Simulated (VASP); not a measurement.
Here is a VASP 6.6.1 calculation.

The input POSCAR:

```
SiC
1.0
    3.0753562473      0.0000000000      0.0000000000
   -1.5376781236      2.6633366358      0.0000000000
    0.0000000000      0.0000000000      5.0481081049
Si C
2 2
Direct
    0.3333333333      0.6666666667     -0.0004084052
    0.6666666667      0.3333333333      0.4995915948
    0.3333333333      0.6666666667      0.3754084052
    0.6666666667      0.3333333333      0.8754084052
```

The input INCAR.step1:

```
SYSTEM = SiC
ALGO = Normal
EDIFF = 1E-8
ENCUT = 500
GGA = PE
ISMEAR = 0
LASPH = .True.
LCHARG = .False.
LREAL = .False.
LWAVE = .True.
NELM = 80
PREC = Accurate
SIGMA = 0.01
```

File INCAR.step2:

```
SYSTEM = SiC
ALGO = Exact
EDIFF = 1E-8
ENCUT = 500
GGA = PE
ISMEAR = 0
ISTART = 1
LASPH = .True.
LCHARG = .False.
LOPTICS = .True.
LREAL = .False.
LWAVE = .True.
NBANDS = 75
NELM = 1
PREC = Accurate
SIGMA = 0.01
```

File INCAR.step3:

```
SYSTEM = SiC
ALGO = EVGW0
EDIFF = 1E-8
ENCUT = 500
ENCUTGW = 80.0
GGA = PE
ISMEAR = 0
ISTART = 1
LASPH = .True.
LCHARG = .False.
LREAL = .False.
LWAVE = .False.
NBANDS = 75
NBANDSGW = 16
NELMGW = 1
NOMEGA = 96
OMEGAMAX = 30
PREC = Accurate
PRECFOCK = Fast
SIGMA = 0.01
```

File KPOINTS:

```
k-points
0
Gamma
  6 6 4
  0 0 0
```

Potentials or basis: VASP PAW PBE potentials, release 64 (Si_GW, C_GW).

Command:

```sh
$ cat potpaw_PBE.64/Si_GW/POTCAR potpaw_PBE.64/C_GW/POTCAR > POTCAR
$ cp INCAR.step1 INCAR
$ mpirun -np 1 vasp_std > vasp.out
$ cp INCAR.step2 INCAR
$ mpirun -np 1 vasp_std > vasp.out
$ cp INCAR.step3 INCAR
$ mpirun -np 1 vasp_std > vasp.out
```

Estimate the quasiparticle gap.

2.78 eV.

Predict the least direct quasiparticle gap.

4.76 eV.

Estimate the band gap of the starting levels on the mesh.

2.27 eV.

Caveat: the k points lie up to 0.39 Å⁻¹ apart; bands, screening cutoff and mesh are small and nothing is extrapolated, so the quasiparticle values aren't converged.
